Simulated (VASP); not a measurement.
# TaSi2 (P1) in VASP: further runs

TaSi2 is run at these levels: PBEsol; tasks: single point.

All numbers are computed with VASP 6.6.1; they aren't measurements. Logs are shortened: lines on timing, memory, paths and dates and some standing lists are left out, and cuts for length are marked.

### 1 The cell of the first run

The typed cell holds 9 atoms: a = 4.761 Å, b = 4.761 Å, c = 6.558 Å, α = 90.00°, β = 90.00°, γ = 120.00°.

### 2 Single point, PBEsol (atom 1 (Ta) moved by -0.642 Å along [1 0 0] and -0.214 Å along [0 0 1])

Input file INCAR:

```
PREC = Accurate ; ENCUT = 520
EDIFF = 1E-6 ; ISMEAR = 0
SIGMA = 0.15 ; LREAL = False
LASPH = True ; NELM = 60
ALGO = Fast ; ISIF = 2
LWAVE = False ; LCHARG = False
GGA = PS ; NBANDS = 38
```

Input file KPOINTS:

```
regular mesh
0
Gamma
  9 9 6
```

Input file POSCAR:

```
TaSi2
1.0
    4.7613605622      0.0000000000      0.0000000000
   -2.3806802811      4.1234592035      0.0000000000
    0.0000000000      0.0000000000      6.5581204410
Ta Si
3 6
Direct
    0.3651645907      0.0000000000     -0.0326313007
    0.5000000000      0.5000000000      0.6666666667
    0.0000000000      0.5000000000      0.3333333333
    0.1592624125      0.3185248251      0.0000000000
    0.8407375875      0.1592624125      0.6666666667
    0.6814751749      0.8407375875      0.3333333333
    0.8407375875      0.6814751749      0.0000000000
    0.1592624125      0.8407375875      0.6666666667
    0.3185248251      0.1592624125      0.3333333333
```

Potentials or basis: VASP PAW PBE potentials, release 64 (Ta_pv, Si).

Run with:

```
> cat potpaw_PBE.64/Ta_pv/POTCAR potpaw_PBE.64/Si/POTCAR > POTCAR
> mpirun -np 1 vasp_std > vasp.out
```

OUTCAR:

```text
PREC = Accurate
   ENCUT = 520
   EDIFF = 1E-6
   ISMEAR = 0
   LREAL = False
   LASPH = True
   NELM = 60
   ISIF = 2
   GGA = PS

 ion  position               nearest neighbor table
   1  0.365  0.000  0.967-   8 2.16   7 2.19   4 2.19   9 2.56   5 2.81   4 2.89   7 2.89   2 2.91
                             6 3.12   3 3.21   4 3.30   7 3.30   2 3.39
   2  0.500  0.500  0.667-   4 2.60   7 2.60   6 2.60   9 2.60   8 2.72   5 2.72   8 2.72   5 2.72
                             8 2.81   5 2.81   1 2.91   3 3.23   3 3.23   1 3.39
   3  0.000  0.500  0.333-   4 2.60   7 2.60   5 2.60   8 2.60   9 2.72   6 2.72   9 2.72   6 2.72
                             6 2.81   9 2.81   1 3.21   2 3.23   2 3.23
   4  0.159  0.319  0.000-   1 2.19   5 2.55   9 2.55   3 2.60   2 2.60   7 2.63   7 2.81   7 2.81
                             1 2.89   1 3.30
   5  0.841  0.159  0.667-   4 2.55   6 2.55   3 2.60   8 2.63   2 2.72   2 2.72   1 2.81   2 2.81
                             8 2.81   8 2.81
   6  0.681  0.841  0.333-   7 2.55   5 2.55   2 2.60   9 2.63   3 2.72   3 2.72   3 2.81   9 2.81
                             9 2.81   1 3.12
   7  0.841  0.681  0.000-   1 2.19   8 2.55   6 2.55   3 2.60   2 2.60   4 2.63   4 2.81   4 2.81
                             1 2.89   1 3.30
   8  0.159  0.841  0.667-   1 2.16   7 2.55   9 2.55   3 2.60   5 2.63   2 2.72   2 2.72   2 2.81
                             5 2.81   5 2.81
   9  0.319  0.159  0.333-   4 2.55   8 2.55   1 2.56   2 2.60   6 2.63   3 2.72   3 2.72   3 2.81
                             6 2.81   6 2.81

  LATTYP: Found a hexagonal cell.
 ALAT       =     4.7613605622
 C/A-ratio  =     1.3773627003

  Lattice vectors:

 A1 = (   4.7613605622,   0.0000000000,   0.0000000000)
 A2 = (  -2.3806802811,   4.1234592035,   0.0000000000)
 A3 = (   0.0000000000,   0.0000000000,   6.5581204410)

Analysis of symmetry for initial positions (statically):
=====================================================================
 Subroutine PRICEL returns:
 Original cell was already a primitive cell.

 Routine SETGRP: Setting up the symmetry group for a
 hexagonal supercell.

 Subroutine GETGRP returns: Found  1 space group operations
 (whereof  1 operations were pure point group operations)
 out of a pool of 24 trial point group operations.

The static configuration has the point symmetry C_1 .

Analysis of symmetry for dynamics (positions and initial velocities):
=====================================================================
 Subroutine PRICEL returns:
 Original cell was already a primitive cell.

 Routine SETGRP: Setting up the symmetry group for a
[... 130 lines left out ...]
   PSTRESS=    0.0 pullay stress
   NELECT =      57.0000    total number of electrons
   NUPDOWN=      -1.0000    fix difference up-down
   EMIN   =  10.00;   EMAX   =-10.00  energy-range for DOS
   EFERMI =   0.00;   METHOD = LEGACY
   ISMEAR =     0;   SIGMA  =   0.15  broadening in eV -4-tet -1-fermi 0-gaus
   EFERMI_NEDOS =   21; number of points for ismear=-14 and -15
   IALGO  =     68    algorithm
   IMIX   =      4    mixing-type and parameters
     AMIX     =   0.40;   BMIX     =  1.00
     AMIX_MAG =   1.60;   BMIX_MAG =  1.00
  volume/ion in A,a.u.               =      14.31        96.54
  Fermi-wavevector in a.u.,A,eV,Ry     =   1.247697  2.357805 21.180833  1.556747
  Thomas-Fermi vector in A             =   2.381817
   LORBIT       =      0    0 simple, 1 ext, 2 COOP (PROOUT), +10 PAW based schemes
   GGA     = PS    functional components
   LHFCALC =     F    Hartree Fock is set to
   AEXX    =    0.0000 exact exchange contribution
   IVDW    =     0    specifies the selected vdW correction
   LEPSILON=     F    determine dielectric tensor
   LRPA    =     F    only Hartree local field effects (RPA)
 non-spin polarized calculation
 RMM-DIIS sequential band-by-band and
 Gauss-broadening in eV      SIGMA  =   0.15
  energy-cutoff  :      520.00
  volume of cell :      128.76
 maximum number of plane-waves:      3501
   NGX = 17   NGY = 17   NGZ = 25

 number of electron      57.0000000 magnetization

 Free energy of the ion-electron system (eV)
  ---------------------------------------------------
  ext. energy  EPLUGINS =         0.00000000
  ---------------------------------------------------
  free energy    TOTEN  =       -72.42489638 eV

  energy without entropy =      -72.39328531  energy(sigma->0) =      -72.40909084

 E-fermi :   9.3374     XC(G=0): -12.1537

 val. band max:        9.3368572034   @ k =   0.1111   0.2222  -0.3333
 cond. band min:       9.3504094179   @ k =   0.2222   0.2222   0.0000
 fundamental gap:      0.0135522145
 Fermi energy:         9.3373586168

 k-point     1 :       0.0000    0.0000    0.0000
  band No.  band energies     occupation
      1     -25.0192      2.00000
      2     -24.9748      2.00000
      3     -24.9598      2.00000
      4     -24.8756      2.00000
      5     -24.8535      2.00000
      6     -24.8101      2.00000
[... 973 lines left out ...]
     37      13.1161      0.00000
     38      13.3579      0.00000

 [... further k-points ...]

------------------------ aborting loop because EDIFF is reached ----------------------------------------

  FORCE on cell =-STRESS in cart. coord.  units (eV):
  Direction    XX          YY          ZZ          XY          YZ          ZX
  --------------------------------------------------------------------------------------
  -------------------------------------------------------------------------------------
  Total       17.1213408      8.6803945     12.8782088      1.0068270      4.7798554      2.1756645
  in kB      213.0473781    108.0134616    160.2484674     12.5283320     59.4775646     27.0726242
  external PRESSURE =     160.4364357 kB  Pullay stress =       0.0000000 kB

 VOLUME and BASIS-vectors are now :
 -----------------------------------------------------------------------------
  energy-cutoff  :      520.00
  volume of cell :      128.76
      direct lattice vectors                 reciprocal lattice vectors
     4.761360562  0.000000000  0.000000000     0.210024002  0.121257414  0.000000000
    -2.380680281  4.123459204  0.000000000     0.000000000  0.242514828  0.000000000
     0.000000000  0.000000000  6.558120441     0.000000000  0.000000000  0.152482713

 POSITION                                       TOTAL-FORCE (eV/Angst)
 -----------------------------------------------------------------------------------
      1.73868      0.00000      6.34412        15.598717      1.592357      5.214765
      1.19034      2.06173      4.37208        -1.534358     -0.275267     -0.530499
     -1.19034      2.06173      2.18604        -1.077922      0.588911     -0.081150
     -0.00000      1.31342      0.00000        -4.942864      3.165602      0.715509
      3.62390      0.65671      4.37208        -0.821008     -0.077832      0.305154
      1.24322      3.46675      2.18604        -0.842060      0.181844     -0.607258
      2.38068      2.81004      0.00000        -4.815885     -3.139547      0.273114
     -1.24322      3.46675      4.37208        -1.638902     -2.103128     -5.605562
      1.13746      0.65671      2.18604         0.074282      0.067061      0.315927
 -----------------------------------------------------------------------------------
    total drift:                               -0.000410     -0.000078      0.000001

  FREE ENERGIE OF THE ION-ELECTRON SYSTEM (eV)
  ---------------------------------------------------
  free  energy   TOTEN  =       -72.4248963765 eV

  energy  without entropy=      -72.3932853123  energy(sigma->0) =      -72.40909084
```

stdout:

```text
POSCAR found type information on POSCAR TaSi
 POSCAR found :  2 types and       9 ions
 scaLAPACK will be used
 -----------------------------------------------------------------------------
|                                                                             |
|                                                                             |
|     You enforced a specific xc type in the INCAR file but a different       |
|     I HOPE YOU KNOW WHAT YOU ARE DOING!                                     |
|                                                                             |
 -----------------------------------------------------------------------------

 LDA part: xc-table for (Slater+PW92), standard interpolation
 POSCAR, INCAR and KPOINTS ok, starting setup
 FFT: planning ... GRIDC
 FFT: planning ... GRID_SOFT
 FFT: planning ... GRID
 WAVECAR not read
 entering main loop
```

Wall time 26 min (1 thread of Oxide Virtual Turin-like, shared host); peak memory 0.87 GiB.

What came out:

| Property | Result |
| --- | --- |
| Free energy | -72.4249 eV |
| Pressure | 16.0 GPa |
| Largest force | 16.524 eV/Å |
| Band gap on the k mesh | zero (an odd number of electrons rules out a gap without spin polarisation) |

Forces in eV/Å, atoms in the order of the input:
```
Ta  15.599  1.592  5.215
Ta  -1.534 -0.275 -0.530
Ta  -1.078  0.589 -0.081
Si  -4.943  3.166  0.716
Si  -0.821 -0.078  0.305
Si  -0.842  0.182 -0.607
Si  -4.816 -3.140  0.273
Si  -1.639 -2.103 -5.606
Si   0.074  0.067  0.316
```

Levels at points of the mesh, in eV from the Fermi level:
```csv
k point,band 25,band 26,band 27,band 28,band 29,band 30,band 31,band 32
"(0.00, 0.00, 0.00)",-2.18,-1.96,-1.78,-1.60,-1.14,0.56,1.96,2.25
"(0.00, 0.00, 0.50)",-2.02,-1.85,-1.64,-1.39,0.58,0.89,1.66,2.08
```

Caveat: the cell differs from its parent crystal (atom 1 (Ta) moved by -0.642 Å along [1 0 0] and -0.214 Å along [0 0 1]); the cell stands under pressure; the PAW data sets were made with another functional, which shifts forces and pressure a little; spin-orbit coupling is left out, which moves the levels of the heavy elements.

### 3 Single point, PBEsol (atom 1 (Ta) moved by -0.856 Å along [1 0 0] and -0.856 Å along [0 0 1])

Input file INCAR:

```
PREC = Accurate ; ENCUT = 520
EDIFF = 1E-6 ; ISMEAR = 0
SIGMA = 0.15 ; LREAL = F
LASPH = T ; NELM = 80
ALGO = Fast ; ISIF = 2
LWAVE = F ; LCHARG = F
GGA = PS ; NBANDS = 38
```

Input file KPOINTS:

```
Automatic mesh
0
Gamma
  9 9 6
```

POSCAR: that of step 2 with these lines changed.

```diff
@@ -8,3 +8,3 @@
 Direct
-    0.3651645907      0.0000000000     -0.0326313007
+    0.3202194543      0.0000000000     -0.1305252027
     0.5000000000      0.5000000000      0.6666666667
```

Potentials or basis: VASP PAW PBE potentials, release 64 (Ta_pv, Si).

Run with:

```
> cat potpaw_PBE.64/Ta_pv/POTCAR potpaw_PBE.64/Si/POTCAR > POTCAR
> mpirun -np 1 vasp_std > vasp.out
```

OUTCAR:

```text
PREC = Accurate
   ENCUT = 520
   EDIFF = 1E-6
   ISMEAR = 0
   LREAL = F
   LASPH = T
   NELM = 80
   ISIF = 2
   GGA = PS

 ion  position               nearest neighbor table
   1  0.320  0.000  0.869-   8 1.53   7 2.19   4 2.19   2 2.48   5 2.57   5 3.05   4 3.06   7 3.06
                             9 3.14   2 3.19
   2  0.500  0.500  0.667-   1 2.48   7 2.60   4 2.60   9 2.60   6 2.60   8 2.72   5 2.72   8 2.72
                             5 2.72   5 2.81   8 2.81   1 3.19   3 3.23   3 3.23
   3  0.000  0.500  0.333-   4 2.60   7 2.60   5 2.60   8 2.60   9 2.72   6 2.72   9 2.72   6 2.72
                             6 2.81   9 2.81   2 3.23   2 3.23
   4  0.159  0.319  0.000-   1 2.19   5 2.55   9 2.55   3 2.60   2 2.60   7 2.63   7 2.81   7 2.81
                             1 3.06
   5  0.841  0.159  0.667-   4 2.55   6 2.55   1 2.57   3 2.60   8 2.63   2 2.72   2 2.72   2 2.81
                             8 2.81   8 2.81   1 3.05
   6  0.681  0.841  0.333-   7 2.55   5 2.55   2 2.60   9 2.63   3 2.72   3 2.72   3 2.81   9 2.81
                             9 2.81
   7  0.841  0.681  0.000-   1 2.19   8 2.55   6 2.55   3 2.60   2 2.60   4 2.63   4 2.81   4 2.81
                             1 3.06
   8  0.159  0.841  0.667-   1 1.53   7 2.55   9 2.55   3 2.60   5 2.63   2 2.72   2 2.72   2 2.81
                             5 2.81   5 2.81
[... 1208 lines left out ...]
 [... further k-points ...]

------------------------ aborting loop because EDIFF is reached ----------------------------------------

  FORCE on cell =-STRESS in cart. coord.  units (eV):
  Direction    XX          YY          ZZ          XY          YZ          ZX
  --------------------------------------------------------------------------------------
  -------------------------------------------------------------------------------------
  Total       14.5332044     28.2781290     70.5217843      9.1656998     25.9770293     11.9932255
  in kB      180.8422087    351.8755509    877.5294766    114.0523003    323.2420898    149.2362825
  external PRESSURE =     470.0824121 kB  Pullay stress =       0.0000000 kB

 VOLUME and BASIS-vectors are now :
 -----------------------------------------------------------------------------
  energy-cutoff  :      520.00
  volume of cell :      128.76
      direct lattice vectors                 reciprocal lattice vectors
     4.761360562  0.000000000  0.000000000     0.210024002  0.121257414  0.000000000
    -2.380680281  4.123459204  0.000000000     0.000000000  0.242514828  0.000000000
     0.000000000  0.000000000  6.558120441     0.000000000  0.000000000  0.152482713

 POSITION                                       TOTAL-FORCE (eV/Angst)
 -----------------------------------------------------------------------------------
      1.52468      0.00000      5.70212        20.450438     19.735846     44.415947
      1.19034      2.06173      4.37208        -0.961175      2.621633     -2.419151
     -1.19034      2.06173      2.18604         0.310297     -0.035171      0.132560
     -0.00000      1.31342      0.00000        -3.755090      3.434870      2.632806
      3.62390      0.65671      4.37208        -0.293775      0.169661     -0.060671
      1.24322      3.46675      2.18604        -0.562463      0.037394     -0.708119
      2.38068      2.81004      0.00000        -3.770634     -3.584450      2.328311
     -1.24322      3.46675      4.37208       -12.124124    -22.345155    -45.036515
      1.13746      0.65671      2.18604         0.706526     -0.034629     -1.285169
 -----------------------------------------------------------------------------------
    total drift:                               -0.000029     -0.000433      0.000030

  FREE ENERGIE OF THE ION-ELECTRON SYSTEM (eV)
  ---------------------------------------------------
  free  energy   TOTEN  =       -54.9604279230 eV

  energy  without entropy=      -54.9162495219  energy(sigma->0) =      -54.93833872
```

Run time: 37 min. Hardware: 1 thread of Oxide Virtual Turin-like, shared host; peak memory 0.88 GiB.

What came out:

- Free energy: -54.9604 eV
- Pressure: 47.0 GPa
- Largest force: 52.730 eV/Å
- Band gap on the k mesh: zero (an odd number of electrons rules out a gap without spin polarisation)

Forces on the atoms (eV/Å):
```
Ta   20.450  19.736  44.416
Ta   -0.961   2.622  -2.419
Ta    0.310  -0.035   0.133
Si   -3.755   3.435   2.633
Si   -0.294   0.170  -0.061
Si   -0.562   0.037  -0.708
Si   -3.771  -3.584   2.328
Si  -12.124 -22.345 -45.037
Si    0.707  -0.035  -1.285
```

Stress tensor (GPa, compression positive):
```
18.08 11.41 14.92
11.41 35.19 32.32
14.92 32.32 87.75
```

Caveat: the cell differs from its parent crystal (atom 1 (Ta) moved by -0.856 Å along [1 0 0] and -0.856 Å along [0 0 1]); atoms lie so close that the PAW spheres overlap strongly, which falsifies energies and pressures; the cell stands under pressure; the PAW data sets were made with another functional, which shifts forces and pressure a little; spin-orbit coupling is left out, which moves the levels of the heavy elements.
